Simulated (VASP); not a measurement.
# Si (a cell with a defect) in VASP: single point with PBE

Aim: the single point of Si (a cell with a defect) with PBE.

Everything below comes from runs of VASP 6.6.1. Logs are shortened: lines on timing, memory, paths and dates and some standing lists are left out, and cuts for length are marked.

**1. The cell of the first run**

The cell holds a defect, 63 atoms: a = 10.860 Å, b = 10.860 Å, c = 10.860 Å, α = 90.00°, β = 90.00°, γ = 90.00°.

**2. Single point, PBE, collinear spin, zero start**

INCAR reads:

```
PREC = Accurate
ENCUT = 520
EDIFF = 1E-6
ISMEAR = -1
SIGMA = 0.05
LREAL = Auto
LASPH = T
NELM = 150
ALGO = Normal
ISIF = 2
LWAVE = F
LCHARG = T
ISPIN = 2
MAGMOM = 0 0 0 0 0 0 0 0 0 0 0 0 0 0 0 0 0 0 0 0 0 0 0 0 0 0 0 0 0 0 0 0 0 0 0 0 0 0 0 0 0 0 0 0 0 0 0 0 0 0 0 0 0 0 0 0 0 0 0 0 0 0 0
LORBIT = 11
GGA = PE
LELF = T
LVHAR = T
NELECT = 251.0
NBANDS = 167
```

KPOINTS reads:

```
Automatic mesh
0
Gamma
  1 1 1
```

POSCAR reads:

```
Si
1.0
   10.8600000000      0.0000000000      0.0000000000
    0.0000000000     10.8600000000      0.0000000000
    0.0000000000      0.0000000000     10.8600000000
Si
63
Direct
    0.4997596685      0.0002954880     -0.0000878453
    0.6218040516      0.1265584715      0.1261735727
    0.7490825967      0.2485906998     -0.0000733886
    0.8743832413      0.3754022099      0.1251478821
    0.7490848066      0.0003094843      0.2481996317
    0.8743836096      0.1255305709      0.3750136280
    0.0000839779      0.0021639042      0.0017779926
    0.1215035912      0.1340966851      0.1337093923
    0.2479424494      0.2521142726      0.0035104972
    0.3659640884      0.3785532228      0.1337048803
    0.4978957643      0.4999741252      0.0017747698
    0.6250178637      0.6267662983      0.1239996317
    0.7512629834      0.7487929098     -0.0032852670
    0.8732918048      0.8750374770      0.1239986188
    0.2479399632      0.0038989871      0.2517297422
    0.3659507366      0.1341057090      0.3781663904
    0.4961575506      0.2521162063      0.2517290055
    0.6247391344      0.3752755064      0.3748917127
    0.7502295580      0.4999604052      0.2493053407
    0.8906000000      0.6094570902      0.3732867403
    0.4978851750      0.0021710866      0.4995848066
    0.6250161142      0.1243840700      0.6263801105
    0.7502300184      0.2496860037      0.4995735727
    0.8906165746      0.3736649171      0.6090550645
    0.7512598527     -0.0029002762      0.7484101289
    0.8732865562      0.1243846225      0.8746565378
   -0.0000232965      0.5000794659     -0.0003443831
    0.1246546961      0.6256712707      0.1251482505
    0.2514657459      0.7509731123     -0.0000723757
    0.3734971455      0.8782515654      0.1261744015
   -0.0016426335      0.2658879374      0.2655006446
    0.2341740331      0.5016967772      0.2654956722
    0.3745242173      0.6256708103      0.3750144567
    0.4997447514      0.7509712707      0.2482015654
    0.6268665746      0.8731894107      0.3750029466
   -0.0000222836      0.0000418048      0.4996947514
    0.1246565378      0.1255299263      0.6252913444
    0.2341578269      0.2658996317      0.5013191529
    0.3745254144      0.3754014733      0.6252916206
    0.5000144567      0.5000790055      0.4996951197
    0.6286015654      0.6232386740      0.6228522099
    0.7587957643      0.7412607735      0.4964195212
    0.8768178637      0.8714550645      0.6228526703
    0.2514709024      0.0003080110      0.7505860037
    0.3734993554      0.1265568140      0.8778655617
    0.4997472376      0.2485874770      0.7505865562
    0.6268769797      0.3753926335      0.8727930018
    0.7588089319      0.4968054328      0.7408599448
    0.8768195212      0.6232370166      0.8710662983
    0.0000968692      0.7498258748      0.2493049724
    0.1247807551      0.8753166667      0.3748915285
    0.0622566298      0.4377883057      0.4374344383
    0.1263892265      0.6094460405      0.6090604052
    0.2503691529      0.7498254144      0.4995734807
    0.3756726519      0.8750387661      0.6263784530
    0.0000955801      0.2496848066      0.7494437385
    0.1247797422      0.3752757827      0.8749310313
    0.2503694291      0.4999615101      0.7494439227
    0.3756709024      0.6267698895      0.8746561694
    0.5029555249      0.7487950276      0.7484093002
    0.6250018416      0.8750527624      0.8746703499
    0.0032515654      0.7412519337      0.7408646409
    0.1246653775      0.8731824125      0.8727965009
```

Potentials or basis: VASP PAW PBE potentials, release 64 (Si).

Run with:

```console
> cat potpaw_PBE.64/Si/POTCAR > POTCAR
> mpirun -np 1 vasp_gam > vasp.out
```

OUTCAR:

```text
PREC = Accurate
   ENCUT = 520
   EDIFF = 1E-6
   ISMEAR = -1
   LREAL = Auto
   LASPH = T
   NELM = 150
   ISIF = 2
   ISPIN = 2
   LORBIT = 11
   GGA = PE
   NELECT = 251.0

 ion  position               nearest neighbor table
   1  0.500  0.000  1.000-  45 2.35  30 2.35   2 2.35  61 2.36
   2  0.622  0.127  0.126-   1 2.35   5 2.36   3 2.36  17 2.36
   3  0.749  0.249  1.000-  26 2.34   2 2.36  47 2.36   4 2.37
   4  0.874  0.375  0.125-  19 2.34  31 2.36  27 2.36   3 2.37
   5  0.749  0.000  0.248-  14 2.34   2 2.36  35 2.36   6 2.37
   6  0.874  0.126  0.375-  23 2.34  31 2.36  36 2.36   5 2.37
[... 43 lines left out ...]
  50  0.000  0.750  0.249-  28 2.34  20 2.36  51 2.36  14 2.37
  51  0.125  0.875  0.375-  36 2.35  15 2.35  50 2.36  54 2.36
  52  0.062  0.438  0.437-  24 2.73  53 2.73  20 2.73  38 2.73  31 2.73  32 2.73
  53  0.126  0.609  0.609-  54 2.36  58 2.36  62 2.43  52 2.73
  54  0.250  0.750  0.500-  33 2.34  53 2.36  51 2.36  55 2.37
  55  0.376  0.875  0.626-  44 2.34  60 2.36  21 2.36  54 2.37
  56  0.000  0.250  0.749-  37 2.34  24 2.36  57 2.36  26 2.37
  57  0.125  0.375  0.875-  27 2.35   9 2.35  56 2.36  58 2.36
  58  0.250  0.500  0.749-  39 2.34  53 2.36  57 2.36  59 2.37
  59  0.376  0.627  0.875-  29 2.34  60 2.36  11 2.36  58 2.37
  60  0.503  0.749  0.748-  61 2.35  59 2.36  55 2.36  41 2.36
  61  0.625  0.875  0.875-  60 2.35  25 2.35  13 2.35   1 2.36
  62  0.003  0.741  0.741-  49 2.35  43 2.35  63 2.42  53 2.43
  63  0.125  0.873  0.873-  29 2.36  44 2.36   7 2.40  62 2.42

  LATTYP: Found a simple cubic cell.
 ALAT       =    10.8600000000

  Lattice vectors:

 A1 = (  10.8600000000,   0.0000000000,   0.0000000000)
 A2 = (   0.0000000000,  10.8600000000,   0.0000000000)
 A3 = (   0.0000000000,   0.0000000000,  10.8600000000)

Analysis of symmetry for initial positions (statically):
=====================================================================
 Subroutine PRICEL returns:
 Original cell was already a primitive cell.

 Routine SETGRP: Setting up the symmetry group for a
 simple cubic supercell.

 Subroutine GETGRP returns: Found  1 space group operations
 (whereof  1 operations were pure point group operations)
 out of a pool of 48 trial point group operations.

The static configuration has the point symmetry C_1 .

Analysis of symmetry for dynamics (positions and initial velocities):
=====================================================================
 Subroutine PRICEL returns:
 Original cell was already a primitive cell.

 Routine SETGRP: Setting up the symmetry group for a
 simple cubic supercell.

 Subroutine GETGRP returns: Found  1 space group operations
 (whereof  1 operations were pure point group operations)
 out of a pool of 48 trial point group operations.

The dynamic configuration has the point symmetry C_1 .

Analysis of structural, dynamic, and magnetic symmetry:
=====================================================================
 Subroutine PRICEL returns:
 Original cell was already a primitive cell.

 Routine SETGRP: Setting up the symmetry group for a
 simple cubic supercell.

 Subroutine GETGRP returns: Found  1 space group operations
 (whereof  1 operations were pure point group operations)
 out of a pool of 48 trial point group operations.

The overall configuration has the point symmetry C_1 .

 Subroutine INISYM returns: Found  1 space group operations
 (whereof  1 operations are pure point group operations),
 and found     1 'primitive' translations

----------------------------------------------------------------------------------------

                                     Primitive cell

  volume of cell :    1280.8241

  direct lattice vectors                    reciprocal lattice vectors
    10.860000000  0.000000000  0.000000000     0.092081031  0.000000000  0.000000000
     0.000000000 10.860000000  0.000000000     0.000000000  0.092081031  0.000000000
[... 174 lines left out ...]
   PREC   = accura    normal or accurate (medium, high low for compatibility)
   ISTART =      0    job   : 0-new  1-cont  2-samecut
   ICHARG =      2    charge: 1-file 2-atom 10-const
   ISPIN  =      2    spin polarized calculation?
   LNONCOLLINEAR =      F non collinear calculations
   LSORBIT =      F    spin-orbit coupling
   LASPH  =      T    aspherical Exc in radial PAW
   ENCUT  =  520.0 eV  38.22 Ry    6.18 a.u.  20.19 20.19 20.19*2*pi/ulx,y,z
   NELM   =    150;   NELMIN=  2; NELMDL= -5     # of ELM steps
   EDIFF  = 0.1E-05   stopping-criterion for ELM
   LREAL  =      T    real-space projection
   EDIFFG = 0.1E-04   stopping-criterion for IOM
   NSW    =      0    number of steps for IOM
[... 5 lines left out ...]
   TEBEG  =    0.0;   TEEND  =   0.0 temperature during run
   PSTRESS=    0.0 pullay stress
   NELECT =     251.0000    total number of electrons
   NUPDOWN=      -1.0000    fix difference up-down
   EMIN   =  10.00;   EMAX   =-10.00  energy-range for DOS
   EFERMI =   0.00;   METHOD = LEGACY
   ISMEAR =    -1;   SIGMA  =   0.05  broadening in eV -4-tet -1-fermi 0-gaus
   EFERMI_NEDOS =   21; number of points for ismear=-14 and -15
   IALGO  =     38    algorithm
   IMIX   =      4    mixing-type and parameters
     AMIX     =   0.40;   BMIX     =  1.00
     AMIX_MAG =   1.60;   BMIX_MAG =  1.00
  volume/ion in A,a.u.               =      20.33       137.20
  Fermi-wavevector in a.u.,A,eV,Ry     =   0.950903  1.796946 12.302614  0.904217
  Thomas-Fermi vector in A             =   2.079323
   LORBIT       =     11    0 simple, 1 ext, 2 COOP (PROOUT), +10 PAW based schemes
   GGA     = PE    functional components
   LHFCALC =     F    Hartree Fock is set to
   AEXX    =    0.0000 exact exchange contribution
   IVDW    =     0    specifies the selected vdW correction
   LEPSILON=     F    determine dielectric tensor
   LRPA    =     F    only Hartree local field effects (RPA)
 spin polarized calculation
  energy-cutoff  :      520.00
  volume of cell :     1280.82
 maximum number of plane-waves:     17229
 NGX is ok and might be reduce to    84
   NGX = 41   NGY = 41   NGZ = 41

 number of electron     250.9999997 magnetization       0.0000035

 Free energy of the ion-electron system (eV)
  ---------------------------------------------------
  ext. energy  EPLUGINS =         0.00000000
  ---------------------------------------------------
  free energy    TOTEN  =      -337.97345790 eV

  energy without entropy =     -337.85770035  energy(sigma->0) =     -337.91557912

 E-fermi :   6.0846     XC(G=0):  -9.3330

 val. band max:        5.4857345212   @ k =   0.0000   0.0000   0.0000
 cond. band min:       6.1401981660   @ k =   0.0000   0.0000   0.0000
 fundamental gap:      0.6544636448
 Fermi energy:         6.0846055347

 spin component 1

 k-point     1 :       0.0000    0.0000    0.0000
  band No.  band energies     occupation
      1      -6.1517      1.00000
      2      -5.1084      1.00000
      3      -5.1084      1.00000
      4      -5.0766      1.00000
      5      -5.0766      1.00000
      6      -5.0410      1.00000
[... 129 lines left out ...]
    136       6.8777      0.00000
    137       6.9030      0.00000
 Fermi energy:         6.0846055347

 spin component 2

 k-point     1 :       0.0000    0.0000    0.0000
  band No.  band energies     occupation
      1      -6.1517      1.00000
      2      -5.1084      1.00000
      3      -5.1084      1.00000
      4      -5.0766      1.00000
      5      -5.0766      1.00000
      6      -5.0410      1.00000
[... 129 lines left out ...]
    136       6.8777      0.00000
    137       6.9030      0.00000
 [bands above 137 left out]

------------------------ aborting loop because EDIFF is reached ----------------------------------------

  FORCE on cell =-STRESS in cart. coord.  units (eV):
  Direction    XX          YY          ZZ          XY          YZ          ZX
  --------------------------------------------------------------------------------------
  -------------------------------------------------------------------------------------
  Total       -2.7230556     -2.7228598     -2.7171541      4.1531305     -4.1427072      4.1427127
  in kB       -3.4062586     -3.4060137     -3.3988764      5.1951331     -5.1820947      5.1821016
  external PRESSURE =      -3.4037162 kB  Pullay stress =       0.0000000 kB

 VOLUME and BASIS-vectors are now :
 -----------------------------------------------------------------------------
  energy-cutoff  :      520.00
  volume of cell :     1280.82
      direct lattice vectors                 reciprocal lattice vectors
    10.860000000  0.000000000  0.000000000     0.092081031  0.000000000  0.000000000
     0.000000000 10.860000000  0.000000000     0.000000000  0.092081031  0.000000000
     0.000000000  0.000000000 10.860000000     0.000000000  0.000000000  0.092081031

 POSITION                                       TOTAL-FORCE (eV/Angst)
 -----------------------------------------------------------------------------------
      5.42739      0.00321     10.85905        -0.000565      0.001173     -0.003938
      6.75279      1.37443      1.37024        -0.003248     -0.000205      0.000524
      8.13504      2.69969     10.85920         0.002437     -0.003217      0.002119
      9.49580      4.07687      1.35911        -0.002989      0.000983     -0.001372
      8.13506      0.00336      2.69545         0.001487      0.001382     -0.001714
      9.49581      1.36326      4.07265        -0.003196     -0.003005      0.002479
[... 55 lines left out ...]
      0.03531      8.05000      8.04579        -0.007842      0.005911      0.004088
      1.35387      9.48276      9.47857         0.006992      0.000417      0.002078
 -----------------------------------------------------------------------------------
    total drift:                                0.005036     -0.003603     -0.027232

  FREE ENERGIE OF THE ION-ELECTRON SYSTEM (eV)
  ---------------------------------------------------
  free  energy   TOTEN  =      -337.9734579041 eV

  energy  without entropy=     -337.8577003456  energy(sigma->0) =     -337.91557912

 total charge

# of ion       s       p       d       tot
------------------------------------------
    1        0.740   0.953   0.000   1.693
    2        0.740   0.950   0.000   1.689
    3        0.742   0.946   0.000   1.688
    4        0.741   0.951   0.000   1.692
    5        0.742   0.946   0.000   1.688
    6        0.741   0.951   0.000   1.692
[... 55 lines left out ...]
   62        0.743   0.918   0.000   1.662
   63        0.745   0.921   0.000   1.666
--------------------------------------------------
tot         46.851  58.756   0.000 105.607

 magnetization (x)

# of ion       s       p       d       tot
------------------------------------------
    1        0.000   0.000   0.000   0.000
    2       -0.000  -0.000   0.000  -0.000
    3       -0.000   0.000   0.000  -0.000
    4        0.000  -0.000   0.000  -0.000
    5        0.000   0.000   0.000   0.000
    6        0.000  -0.000   0.000  -0.000
[... 55 lines left out ...]
   62        0.000   0.000   0.000   0.000
   63        0.000  -0.000   0.000   0.000
--------------------------------------------------
tot          0.000  -0.000   0.000   0.000
```

Wall time 8.2 min (1 thread of Intel Xeon 6975P-C (Granite Rapids), shared host); peak memory 1.4 GiB.

What came out:

- Free energy: -337.9735 eV
- Largest force: 0.012 eV/Å
- Net moment: 0.00 μB per cell
- Valence electrons inside the program's atomic spheres: Si 1.69, 1.67, 1.66, 1.63, 1.48 (each value once)

Forces in eV/Å, atoms in the order of the input:
```
Si  -0.001  0.001 -0.004
Si  -0.003  0.000  0.001
Si   0.002 -0.003  0.002
Si  -0.003  0.001 -0.001
Si   0.001  0.001 -0.002
Si  -0.003 -0.003  0.002
Si  -0.007 -0.001 -0.002
Si   0.010 -0.001 -0.001
Si   0.000  0.001  0.000
Si   0.001 -0.010 -0.002
Si   0.002  0.007 -0.002
Si   0.001  0.005  0.000
Si   0.002 -0.003 -0.006
Si  -0.005 -0.001  0.000
Si  -0.002 -0.002  0.001
Si   0.001 -0.001 -0.009
Si   0.001  0.002  0.001
Si   0.003 -0.003  0.001
Si   0.001 -0.002 -0.007
Si  -0.008  0.008 -0.004
Si   0.001 -0.001  0.006
Si   0.001  0.001  0.006
Si   0.000 -0.006 -0.004
Si  -0.007 -0.005  0.008
Si   0.002 -0.006 -0.002
Si  -0.005  0.001 -0.001
Si  -0.001  0.002 -0.004
Si  -0.001  0.003 -0.001
Si   0.003 -0.003  0.002
Si   0.000  0.003  0.001
Si  -0.005 -0.006 -0.005
Si   0.006  0.005 -0.005
Si   0.002  0.004  0.002
Si  -0.002 -0.002 -0.002
Si  -0.001  0.001 -0.007
Si  -0.001  0.002 -0.005
Si  -0.001 -0.002  0.005
Si   0.006 -0.006  0.006
Si   0.002  0.001  0.004
Si   0.000  0.002 -0.005
Si  -0.006  0.000  0.001
Si  -0.005  0.005  0.008
Si  -0.001  0.005  0.001
Si   0.003  0.002 -0.001
Si   0.000  0.000  0.003
Si  -0.001 -0.003 -0.001
Si  -0.001 -0.008  0.002
Si  -0.006  0.007  0.004
Si   0.000  0.001  0.006
Si   0.002  0.000 -0.007
Si   0.002 -0.004  0.001
Si  -0.001  0.001 -0.001
Si   0.005  0.007  0.007
Si   0.006  0.000 -0.004
Si  -0.001 -0.001  0.006
Si   0.002 -0.006 -0.002
Si   0.002 -0.003  0.000
Si   0.005 -0.002 -0.002
Si  -0.001  0.005 -0.001
Si   0.006 -0.002 -0.002
Si  -0.003  0.002  0.006
Si  -0.008  0.006  0.004
Si   0.007  0.000  0.002
```

Levels at points of the mesh, in eV from the Fermi level:
Spin up:
```tsv
k point	band 123	band 124	band 125	band 126	band 127	band 128
(0.00, 0.00, 0.00)	-0.86	-0.86	-0.60	0.06	0.06	0.31
```
Spin down:
```
           k point  band 121  band 122  band 123  band 124  band 125  band 126  band 127  band 128  band 129  band 130
(0.00, 0.00, 0.00)     -1.28     -1.28     -0.86     -0.86     -0.60      0.06      0.06      0.31      0.33      0.33
```

Caveat: the k points lie up to 0.58 Å⁻¹ apart; the cell carries a net charge on a neutralising background, which shifts energy and pressure; the cell is charged against a uniform background, so pressure and absolute levels hang on convention.
